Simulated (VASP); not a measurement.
# Ta in VASP: further runs, part 2 of 2

VASP 6.6.1.

## 3. Single point, PBE (normal strain along x -0.0825, normal strain along z +0.0000)

Contents of INCAR:

```
SYSTEM = Ta
PREC = Accurate
ENCUT = 520
EDIFF = 1E-6
ISMEAR = 0
SIGMA = 0.15
LREAL = .FALSE.
LASPH = .TRUE.
NELM = 60
ALGO = Fast
ISIF = 2
LWAVE = .FALSE.
LCHARG = .FALSE.
GGA = PE
NBANDS = 12
```

Contents of KPOINTS:

```
Automatic mesh
0
G
  18 18 18
  0 0 0
```

Contents of POSCAR:

```
Ta
1.0
   -1.5225761745      1.6594835689      1.6594835689
    1.5225761745     -1.6594835689      1.6594835689
    1.5225761745      1.6594835689     -1.6594835689
Ta
1
Direct
    0.0000000000      0.0000000000      0.0000000000
```

Potentials or basis: VASP PAW PBE potentials, release 64 (Ta_pv).

On the command line:

```bash
> cat potpaw_PBE.64/Ta_pv/POTCAR > POTCAR
> mpirun -np 1 vasp_std > vasp.out
```

OUTCAR:

```text
SYSTEM = Ta
   PREC = Accurate
   ENCUT = 520
   EDIFF = 1E-6
   ISMEAR = 0
   LREAL = .FALSE.
   LASPH = .TRUE.
   NELM = 60
   ISIF = 2
   GGA = PE

 ion  position               nearest neighbor table
   1  0.000  0.000  0.000-

  LATTYP: Found a body centered tetragonal cell.
 ALAT       =     3.3189671378
 C/A-ratio  =     0.9175000000

  Lattice vectors:

 A1 = (  -1.5225761745,   1.6594835689,  -1.6594835689)
 A2 = (  -1.5225761745,  -1.6594835689,   1.6594835689)
 A3 = (   1.5225761745,   1.6594835689,   1.6594835689)

Analysis of symmetry for initial positions (statically):
=====================================================================
 Subroutine PRICEL returns:
 Original cell was already a primitive cell.

 Routine SETGRP: Setting up the symmetry group for a
 body centered tetragonal supercell.

 Subroutine GETGRP returns: Found 16 space group operations
 (whereof 16 operations were pure point group operations)
 out of a pool of 16 trial point group operations.

The static configuration has the point symmetry D_4h.

Analysis of symmetry for dynamics (positions and initial velocities):
=====================================================================
 Subroutine PRICEL returns:
 Original cell was already a primitive cell.

 Routine SETGRP: Setting up the symmetry group for a
 body centered tetragonal supercell.

 Subroutine GETGRP returns: Found 16 space group operations
 (whereof 16 operations were pure point group operations)
 out of a pool of 16 trial point group operations.

The dynamic configuration has the point symmetry D_4h.

 Subroutine INISYM returns: Found 16 space group operations
 (whereof 16 operations are pure point group operations),
 and found     1 'primitive' translations

----------------------------------------------------------------------------------------

                                     Primitive cell

  volume of cell :      16.7720

  direct lattice vectors                    reciprocal lattice vectors
    -1.522576174  1.659483569  1.659483569     0.000000000  0.301298554  0.301298554
     1.522576174 -1.659483569  1.659483569     0.328390795  0.000000000  0.301298554
     1.522576174  1.659483569 -1.659483569     0.328390795  0.301298554  0.000000000

  length of vectors
     2.797500606  2.797500606  2.797500606     0.426100502  0.445669533  0.445669533

  position of ions in fractional coordinates (direct lattice)
     0.000000000  0.000000000  0.000000000

  ion indices of the primitive-cell ions
   primitive index   ion index
                 1           1

----------------------------------------------------------------------------------------

 KPOINTS: Automatic mesh

Automatic generation of k-mesh.
 Grid dimensions read from file:
 generate k-points for:   18   18   18

 Generating k-lattice:

  Cartesian coordinates                     Fractional coordinates (reciprocal lattice)
     0.000000000  0.016738809  0.016738809     0.055555556  0.000000000  0.000000000
     0.018243933  0.000000000  0.016738809    -0.000000000  0.055555556  0.000000000
     0.018243933  0.016738809  0.000000000    -0.000000000  0.000000000  0.055555556

  Length of vectors
     0.023672250  0.024759419  0.024759419

  Shift w.r.t. Gamma in fractional coordinates (k-lattice)
     0.000000000  0.000000000  0.000000000

 Subroutine IBZKPT returns following result:
 ===========================================

 Found    480 irreducible k-points:

 Following reciprocal coordinates:
            Coordinates               Weight
  0.000000  0.000000  0.000000      1.000000
  0.055556  0.000000  0.000000      4.000000
  0.111111  0.000000  0.000000      4.000000
  0.166667  0.000000  0.000000      4.000000
  0.222222  0.000000  0.000000      4.000000
  0.277778  0.000000  0.000000      4.000000
[... 16 lines left out ...]
  0.166667  0.111111  0.000000     16.000000
  0.222222  0.111111  0.000000     16.000000
 [... further k-points ...]
   k-points           NKPTS =    480   k-points in BZ     NKDIM =    480   number of bands    NBANDS=     12
   number of dos      NEDOS =    301   number of ions     NIONS =      1
   total plane-waves  NPLWV =  13824
   dimension x,y,z NGX =    24 NGY =   24 NGZ =   24
   dimension x,y,z NGXF=    48 NGYF=   48 NGZF=   48
   ions per type =               1
   NGX,Y,Z   is equivalent  to a cutoff of  14.26, 14.26, 14.26 a.u.
   NGXF,Y,Z  is equivalent  to a cutoff of  28.52, 28.52, 28.52 a.u.
 SYSTEM =  Ta
   PREC   = accura    normal or accurate (medium, high low for compatibility)
   ISTART =      0    job   : 0-new  1-cont  2-samecut
   ICHARG =      2    charge: 1-file 2-atom 10-const
   ISPIN  =      1    spin polarized calculation?
   LNONCOLLINEAR =      F non collinear calculations
   LSORBIT =      F    spin-orbit coupling
   LASPH  =      T    aspherical Exc in radial PAW
   ENCUT  =  520.0 eV  38.22 Ry    6.18 a.u.   5.20  5.20  5.20*2*pi/ulx,y,z
   NELM   =     60;   NELMIN=  2; NELMDL= -5     # of ELM steps
   EDIFF  = 0.1E-05   stopping-criterion for ELM
   LREAL  =      F    real-space projection
   EDIFFG = 0.1E-04   stopping-criterion for IOM
   NSW    =      0    number of steps for IOM
   IBRION =     -1    ionic relax: 0-MD 1-quasi-New 2-CG
   NFREE  =      0    steps in history (QN), initial steepest desc. (CG)
   ISIF   =      2    stress and relaxation
   ISYM   =      2    0-nonsym 1-usesym 2-fastsym
   POTIM  = 0.5000    time-step for ionic-motion
   TEBEG  =    0.0;   TEEND  =   0.0 temperature during run
   PSTRESS=    0.0 pullay stress
   NELECT =      11.0000    total number of electrons
   NUPDOWN=      -1.0000    fix difference up-down
   EMIN   =  10.00;   EMAX   =-10.00  energy-range for DOS
   EFERMI =   0.00;   METHOD = LEGACY
   ISMEAR =     0;   SIGMA  =   0.15  broadening in eV -4-tet -1-fermi 0-gaus
   EFERMI_NEDOS =   21; number of points for ismear=-14 and -15
   IALGO  =     68    algorithm
   IMIX   =      4    mixing-type and parameters
     AMIX     =   0.40;   BMIX     =  1.00
     AMIX_MAG =   1.60;   BMIX_MAG =  1.00
  volume/ion in A,a.u.               =      16.77       113.18
  Fermi-wavevector in a.u.,A,eV,Ry     =   1.422364  2.687878 27.526209  2.023119
  Thomas-Fermi vector in A             =   2.543076
   LORBIT       =      0    0 simple, 1 ext, 2 COOP (PROOUT), +10 PAW based schemes
   GGA     = PE    functional components
   LHFCALC =     F    Hartree Fock is set to
   AEXX    =    0.0000 exact exchange contribution
   IVDW    =     0    specifies the selected vdW correction
   LEPSILON=     F    determine dielectric tensor
   LRPA    =     F    only Hartree local field effects (RPA)
 non-spin polarized calculation
 RMM-DIIS sequential band-by-band and
 Gauss-broadening in eV      SIGMA  =   0.15
  energy-cutoff  :      520.00
  volume of cell :       16.77
 maximum number of plane-waves:       466
 NGX is ok and might be reduce to    24
   NGX = 11   NGY = 11   NGZ = 11

 number of electron      11.0000002 magnetization

 Free energy of the ion-electron system (eV)
  ---------------------------------------------------
  ext. energy  EPLUGINS =         0.00000000
  ---------------------------------------------------
  free energy    TOTEN  =       -11.69918743 eV

  energy without entropy =      -11.68548690  energy(sigma->0) =      -11.69233717

 E-fermi :   6.1058     XC(G=0): -12.9847

 val. band max:        6.1028944044   @ k =   0.2222   0.0556   0.0000
 cond. band min:       6.1067135132   @ k =  -0.3889  -0.4444   0.0556
 fundamental gap:      0.0038191088
 Fermi energy:         6.1058204116

 k-point     1 :       0.0000    0.0000    0.0000
  band No.  band energies     occupation
      1     -26.7026      2.00000
      2     -26.7026      2.00000
      3     -26.6789      2.00000
      4      -2.1021      2.00000
      5       6.0614      1.32439
      6       7.3107      0.00000
      7       7.3107      0.00000
      8       9.3960      0.00000
      9      11.1417      0.00000
     10      20.9507      0.00000
     11      20.9507      0.00000
     12      22.6763      0.00000
[... 331 lines left out ...]
 k-point    24 :       0.2222    0.1111    0.0000
  band No.  band energies     occupation
      1     -27.6294      2.00000
      2     -26.9618      2.00000
      3     -26.7380      2.00000
      4       0.9628      2.00000
      5       5.3028      2.00000
      6       5.8371      1.98870
      7       8.8333      0.00000
      8      10.8716      0.00000
      9      11.1590      0.00000
     10      20.9962      0.00000
     11      21.2445      0.00000
     12      22.6956      0.00000

 [... further k-points ...]
[... 5 lines left out ...]
  --------------------------------------------------------------------------------------
  -------------------------------------------------------------------------------------
  Total        2.8299422      1.8493009      1.8493009     -0.0000000      0.0000000     -0.0000000
  in kB      270.3355852    176.6579696    176.6579696     -0.0000000      0.0000000     -0.0000000
  external PRESSURE =     207.8838415 kB  Pullay stress =       0.0000000 kB

 VOLUME and BASIS-vectors are now :
 -----------------------------------------------------------------------------
  energy-cutoff  :      520.00
  volume of cell :       16.77
      direct lattice vectors                 reciprocal lattice vectors
    -1.522576174  1.659483569  1.659483569     0.000000000  0.301298554  0.301298554
     1.522576174 -1.659483569  1.659483569     0.328390795  0.000000000  0.301298554
     1.522576174  1.659483569 -1.659483569     0.328390795  0.301298554  0.000000000

 POSITION                                       TOTAL-FORCE (eV/Angst)
 -----------------------------------------------------------------------------------
      0.00000      0.00000      0.00000         0.000000     -0.000000     -0.000000
 -----------------------------------------------------------------------------------
    total drift:                                0.000000      0.000000      0.000000

  FREE ENERGIE OF THE ION-ELECTRON SYSTEM (eV)
  ---------------------------------------------------
  free  energy   TOTEN  =       -11.6991874348 eV

  energy  without entropy=      -11.6854868964  energy(sigma->0) =      -11.69233717
```

stdout:

```text
POSCAR found type information on POSCAR Ta
 POSCAR found :  1 types and       1 ions
 scaLAPACK will be used
 LDA part: xc-table for (Slater+PW92), standard interpolation
 POSCAR, INCAR and KPOINTS ok, starting setup
 FFT: planning ... GRIDC
 FFT: planning ... GRID_SOFT
 FFT: planning ... GRID
 WAVECAR not read
 entering main loop
```

Wall time 28 s (1 thread of Intel Xeon 6975P-C (Granite Rapids), shared host); peak memory 0.21 GiB.

What came out:

```yaml
Free_energy: -11.6992 eV
Pressure: 20.8 GPa
```

Stress tensor (GPa, compression positive):
```
27.03  0.00  0.00
 0.00 17.67  0.00
 0.00  0.00 17.67
```

Caveat: the cell differs from its parent crystal (normal strain along x -0.0825, normal strain along z +0.0000); spin-orbit coupling is left out, which moves the levels of the heavy elements.

## 4. Single point, PBE (normal strain along x +0.0000, normal strain along z -0.0750)

Contents of INCAR:

```
ALGO = Fast ; EDIFF = 1E-6
ENCUT = 520 ; GGA = PE
ISIF = 2 ; ISMEAR = 0
LASPH = True ; LCHARG = False
LREAL = False ; LWAVE = False
NBANDS = 12 ; NELM = 60
PREC = Accurate ; SIGMA = 0.15
```

Contents of KPOINTS:

```
k-points
0
Gamma
  18 18 18
```

Contents of POSCAR:

```
Ta
1.0
   -1.6594835689      1.6594835689      1.5350223012
    1.6594835689     -1.6594835689      1.5350223012
    1.6594835689      1.6594835689     -1.5350223012
Ta
1
Direct
    0.0000000000      0.0000000000      0.0000000000
```

On the command line:

```bash
> cat potpaw_PBE.64/Ta_pv/POTCAR > POTCAR
> mpirun -np 1 vasp_std > vasp.out
```

Wall time 28 s (1 thread of Intel Xeon 6975P-C (Granite Rapids), shared host); peak memory 0.21 GiB.

Results (log left out):

```
Free energy : -11.7212 eV
Pressure    : 18.5 GPa
```

Stress tensor (GPa, compression positive):
```
15.57  0.00  0.00
 0.00 15.57  0.00
 0.00  0.00 24.32
```

Levels at points of the mesh, in eV from the Fermi level:
| k point | band 3 | band 4 | band 5 | band 6 | band 7 | band 8 |
| --- | --- | --- | --- | --- | --- | --- |
| (0.00, 0.00, 0.00) | -32.82 | -8.17 | 0.03 | 1.15 | 1.15 | 3.37 |
| (0.50, 0.00, 0.00) | -32.89 | -4.68 | -2.09 | 2.12 | 4.20 | 5.98 |
| (0.50, 0.50, 0.00) | -32.80 | -4.71 | -0.96 | 1.48 | 3.16 | 4.76 |
| (0.50, 0.50, 0.50) | -33.66 | -4.33 | -4.10 | 7.26 | 7.26 | 7.61 |

Caveat: the cell differs from its parent crystal (normal strain along x +0.0000, normal strain along z -0.0750); spin-orbit coupling is left out, which moves the levels of the heavy elements.

## 5. Summary

| cell | gap on the mesh (eV) | pressure (GPa) |
| --- | --- | --- |
| a = 2.665 Å, angles 112.7, 103.0, 112.9°, 1 atom | none | 73.7 |
| a = 2.798 Å, angles 114.1, 107.2, 107.2°, 1 atom | none | 20.8 |
| a = 2.804 Å, angles 107.4, 107.4, 113.6°, 1 atom | none | 18.5 |

Alike in all rows: task single point; level PBE; potentials or basis VASP PAW PBE potentials, release 64 (Ta_pv); no spin polarisation; k mesh 18 × 18 × 18; cutoff (eV) 520; smearing gaussian 0.15 eV.

Caveats: spin-orbit coupling is left out, which moves the levels of the heavy elements.

Total energies depend on the potentials used, so only differences within one code and one set of settings carry meaning.
